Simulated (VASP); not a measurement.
Crystal: CdS.

```
CELL_PARAMETERS angstrom
0.00000 2.69392 2.69392
2.69392 0.00000 2.69392
2.69392 2.69392 0.00000
ATOMIC_POSITIONS crystal
Cd 0.25000 0.25000 0.25000
S 0.00000 0.00000 0.00000
```

| Quantity | Value |
| --- | --- |
| Program | VASP 6.6.1 |
| Task | relaxation of cell and atoms |
| Functional | PBE |
| Potentials or basis | VASP PAW PBE potentials, release 64 (Cd, S) |
| Cutoff | 500 eV |
| k mesh | 6 × 6 × 6 |
| Occupations | gaussian, width 0.1 eV |
| Spin | no spin polarisation |

At the start: pressure 30.4 GPa; volume 19.55 Å³/atom.

Q: Where does the relaxation end?

A: Over 3 steps the energy falls by 471.8 meV/atom and the volume is 26.02 Å³/atom (+33.1 %); space group F-43m (No. 216, to 0.1 Å) before and after.

Step by step:
| step | energy change (eV) | largest force (eV/Å) | pressure (GPa) | volume (Å³) |
| --- | --- | --- | --- | --- |
| 1 | 0.0000 | 0.0000 | 30.36 | 39.10 |
| 2 | -0.6166 | 0.0000 | -7.11 | 64.04 |
| 3 | -0.9436 | 0.0000 | -0.02 | 52.04 |

Final structure:
```yaml
crystal:
  lattice:
    - [0.00000, 2.96317, 2.96317]
    - [2.96317, 0.00000, 2.96317]
    - [2.96317, 2.96317, 0.00000]
  atoms:
    - { symbol: Cd, position: [0.25000, 0.25000, 0.25000] }
    - { symbol: S, position: [0.00000, 0.00000, 0.00000] }
```

Caveat: the volume moved by over 15 % at a fixed basis, so the end points are rough.
